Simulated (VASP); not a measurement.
# PbS (R3m) in VASP: single point with PBEsol

Aim: the single point of PbS with PBEsol.

Everything below comes from runs of VASP 6.6.1. Logs are shortened: lines on timing, memory, paths and dates and some standing lists are left out, and cuts for length are marked.

## Step 1: The cell of the first run

Symmetry: R3m, No. 160, trigonal system. Conventional cell: a = 4.036 Å, b = 4.036 Å, c = 10.502 Å, α = 90.00°, β = 90.00°, γ = 120.00°. Pb (site symmetry 3m) has 6 S at 2.88 to 2.95 Å within 3.8 Å. Within 3.8 Å of S (site symmetry 3m) lie 6 Pb at 2.88 to 2.95 Å.

## Step 2: Single point, PBEsol (strained and its atoms moved)

The input, INCAR:

```
SYSTEM = PbS
  PREC = Accurate
  ENCUT = 520
  EDIFF = 1E-6
  ISMEAR = 0
  SIGMA = 0.05
  LREAL = .False.
  LASPH = .True.
  NELM = 80
  ALGO = Normal
  ISIF = 2
  LWAVE = .False.
  LCHARG = .False.
  GGA = PS
  NBANDS = 17
```

The input, KPOINTS:

```
regular mesh
0
Gamma
  10 10 10
  0 0 0
```

The input, POSCAR:

```
PbS
1.0
    0.0000000000      2.8538718000      2.8538718000
    2.9724718000     -0.1186000000      2.9724718000
    2.8538718000      2.8538718000      0.0000000000
Pb S
1 1
Direct
   -0.0029208277      0.0087624830     -0.0029208277
    0.5029208277      0.4912375170      0.5029208277
```

Potentials or basis: VASP PAW PBE potentials, release 64 (Pb_d, S).

On the command line:

```
$ cat potpaw_PBE.64/Pb_d/POTCAR potpaw_PBE.64/S/POTCAR > POTCAR
$ mpirun -np 1 vasp_std > vasp.out
```

OUTCAR:

```text
SYSTEM = PbS
   PREC = Accurate
   ENCUT = 520
   EDIFF = 1E-6
   ISMEAR = 0
   LREAL = .False.
   LASPH = .True.
   NELM = 80
   ISIF = 2
   GGA = PS

 ion  position               nearest neighbor table
   1  0.997  0.009  0.997-   2 2.88   2 2.88   2 2.88   2 2.95   2 2.95   2 2.95
   2  0.503  0.491  0.503-   1 2.88   1 2.88   1 2.88   1 2.95   1 2.95   1 2.95

  LATTYP: Found a trigonal (rhomboedric) cell.
 ALAT       =     4.2053826418
 COS(alpha) =     0.5394700443

  Lattice vectors:

 A1 = (   0.1186000000,  -2.9724718000,   2.9724718000)
 A2 = (   2.9724718000,  -2.9724718000,   0.1186000000)
 A3 = (   2.9724718000,  -0.1186000000,   2.9724718000)

Analysis of symmetry for initial positions (statically):
=====================================================================
 Subroutine PRICEL returns:
 Original cell was already a primitive cell.

 Routine SETGRP: Setting up the symmetry group for a
 trigonal (rhombohedral) supercell.

 Subroutine GETGRP returns: Found  6 space group operations
 (whereof  6 operations were pure point group operations)
 out of a pool of 12 trial point group operations.

The static configuration has the point symmetry C_3v.

Analysis of symmetry for dynamics (positions and initial velocities):
=====================================================================
 Subroutine PRICEL returns:
 Original cell was already a primitive cell.

 Routine SETGRP: Setting up the symmetry group for a
 trigonal (rhombohedral) supercell.

 Subroutine GETGRP returns: Found  6 space group operations
 (whereof  6 operations were pure point group operations)
 out of a pool of 12 trial point group operations.

The dynamic configuration has the point symmetry C_3v.

 Subroutine INISYM returns: Found  6 space group operations
 (whereof  6 operations are pure point group operations),
 and found     1 'primitive' translations

----------------------------------------------------------------------------------------

                                     Primitive cell

  volume of cell :      49.3850

  direct lattice vectors                    reciprocal lattice vectors
     0.000000000  2.853871800  2.853871800    -0.171773743  0.171773743  0.178627421
     2.972471800 -0.118600000  2.972471800     0.164920064 -0.164920064  0.164920064
     2.853871800  2.853871800  0.000000000     0.178627421  0.171773743 -0.171773743

  length of vectors
     4.035984205  4.205382642  4.035984205     0.301529755  0.285649930  0.301529755
[... 80 lines left out ...]
   NELM   =     80;   NELMIN=  2; NELMDL= -5     # of ELM steps
   EDIFF  = 0.1E-05   stopping-criterion for ELM
   LREAL  =      F    real-space projection
   EDIFFG = 0.1E-04   stopping-criterion for IOM
   NSW    =      0    number of steps for IOM
   IBRION =     -1    ionic relax: 0-MD 1-quasi-New 2-CG
   NFREE  =      0    steps in history (QN), initial steepest desc. (CG)
   ISIF   =      2    stress and relaxation
   ISYM   =      2    0-nonsym 1-usesym 2-fastsym
   POTIM  = 0.5000    time-step for ionic-motion
   TEBEG  =    0.0;   TEEND  =   0.0 temperature during run
   PSTRESS=    0.0 pullay stress
   NELECT =      20.0000    total number of electrons
   NUPDOWN=      -1.0000    fix difference up-down
   EMIN   =  10.00;   EMAX   =-10.00  energy-range for DOS
   EFERMI =   0.00;   METHOD = LEGACY
   ISMEAR =     0;   SIGMA  =   0.05  broadening in eV -4-tet -1-fermi 0-gaus
   EFERMI_NEDOS =   21; number of points for ismear=-14 and -15
   IALGO  =     38    algorithm
   IMIX   =      4    mixing-type and parameters
     AMIX     =   0.40;   BMIX     =  1.00
     AMIX_MAG =   1.60;   BMIX_MAG =  1.00
  volume/ion in A,a.u.               =      24.69       166.63
  Fermi-wavevector in a.u.,A,eV,Ry     =   1.211211  2.288856 19.960172  1.467031
  Thomas-Fermi vector in A             =   2.346733
   LORBIT       =      0    0 simple, 1 ext, 2 COOP (PROOUT), +10 PAW based schemes
   GGA     = PS    functional components
   LHFCALC =     F    Hartree Fock is set to
   AEXX    =    0.0000 exact exchange contribution
   IVDW    =     0    specifies the selected vdW correction
   LEPSILON=     F    determine dielectric tensor
   LRPA    =     F    only Hartree local field effects (RPA)
 non-spin polarized calculation
 Gauss-broadening in eV      SIGMA  =   0.05
  energy-cutoff  :      520.00
  volume of cell :       49.39
 maximum number of plane-waves:      1360
   NGX = 15   NGY = 15   NGZ = 15

 number of electron      20.0000000 magnetization

 Free energy of the ion-electron system (eV)
  ---------------------------------------------------
  ext. energy  EPLUGINS =         0.00000000
  ---------------------------------------------------
  free energy    TOTEN  =        -9.42455888 eV

  energy without entropy =       -9.42447400  energy(sigma->0) =       -9.42451644

 E-fermi :   6.4181     XC(G=0): -10.1486

 val. band max:        6.3384167392   @ k =   0.5000  -0.0000   0.0000
 cond. band min:       6.4321359807   @ k =   0.5000  -0.0000   0.0000
 fundamental gap:      0.0937192415
 Fermi energy:         6.4180782298

 k-point     1 :       0.0000    0.0000    0.0000
  band No.  band energies     occupation
      1     -10.4361      2.00000
      2     -10.4361      2.00000
      3     -10.4241      2.00000
      4     -10.4027      2.00000
      5     -10.4027      2.00000
      6      -7.6869      2.00000
[... 457 lines left out ...]
      4     -10.3839      2.00000
      5     -10.3806      2.00000
      6      -6.3565      2.00000
[... 9 lines left out ...]
     16      15.7751      0.00000
     17      17.5010      0.00000

 [... further k-points ...]

------------------------ aborting loop because EDIFF is reached ----------------------------------------

  FORCE on cell =-STRESS in cart. coord.  units (eV):
  Direction    XX          YY          ZZ          XY          YZ          ZX
  --------------------------------------------------------------------------------------
  -------------------------------------------------------------------------------------
  Total        0.7729689      0.7729689      0.7729689      0.2446756      0.2446756     -0.2446756
  in kB       25.0770933     25.0770933     25.0770933      7.9379024      7.9379024     -7.9379024
  external PRESSURE =      25.0770933 kB  Pullay stress =       0.0000000 kB

 VOLUME and BASIS-vectors are now :
 -----------------------------------------------------------------------------
  energy-cutoff  :      520.00
  volume of cell :       49.39
      direct lattice vectors                 reciprocal lattice vectors
     0.000000000  2.853871800  2.853871800    -0.171773743  0.171773743  0.178627421
     2.972471800 -0.118600000  2.972471800     0.164920064 -0.164920064  0.164920064
     2.853871800  2.853871800  0.000000000     0.178627421  0.171773743 -0.171773743

 POSITION                                       TOTAL-FORCE (eV/Angst)
 -----------------------------------------------------------------------------------
      2.87158      5.69003      2.87158        -0.024545      0.024545     -0.024545
      2.89546      2.81228      2.89546         0.024545     -0.024545      0.024545
 -----------------------------------------------------------------------------------
    total drift:                               -0.000258      0.000238     -0.000258

  FREE ENERGIE OF THE ION-ELECTRON SYSTEM (eV)
  ---------------------------------------------------
  free  energy   TOTEN  =        -9.4245588827 eV

  energy  without entropy=       -9.4244740013  energy(sigma->0) =       -9.42451644
```

stdout:

```text
POSCAR found type information on POSCAR PbS
 POSCAR found :  2 types and       2 ions
 scaLAPACK will be used
 -----------------------------------------------------------------------------
|                                                                             |
|                                                                             |
|     You enforced a specific xc type in the INCAR file but a different       |
|     I HOPE YOU KNOW WHAT YOU ARE DOING!                                     |
|                                                                             |
 -----------------------------------------------------------------------------

 LDA part: xc-table for (Slater+PW92), standard interpolation
 POSCAR, INCAR and KPOINTS ok, starting setup
 FFT: planning ... GRIDC
 FFT: planning ... GRID_SOFT
 FFT: planning ... GRID
 WAVECAR not read
 entering main loop
```

Run time: 39 s. Hardware: 1 thread of Intel Xeon 6975P-C (Granite Rapids), shared host; peak memory 0.24 GiB.

What came out:

```yaml
Free_energy: -9.4246 eV
Pressure: 2.5 GPa
Largest_force: 0.043 eV/Å
Band_gap_on_the_k_mesh: zero (band 10 reaches 6.65 eV, above the bottom of band 11 at 6.43 eV)
```

Forces in eV/Å, atoms in the order of the input:
```
Pb  -0.025  0.025 -0.025
S    0.025 -0.025  0.025
```

Stress tensor (GPa, compression positive):
```
 2.51  0.79 -0.79
 0.79  2.51  0.79
-0.79  0.79  2.51
```

Caveat: the cell differs from its parent crystal (strained and its atoms moved); the PAW data sets were made with another functional, which shifts forces and pressure a little; spin-orbit coupling is left out, which moves the levels of the heavy elements.
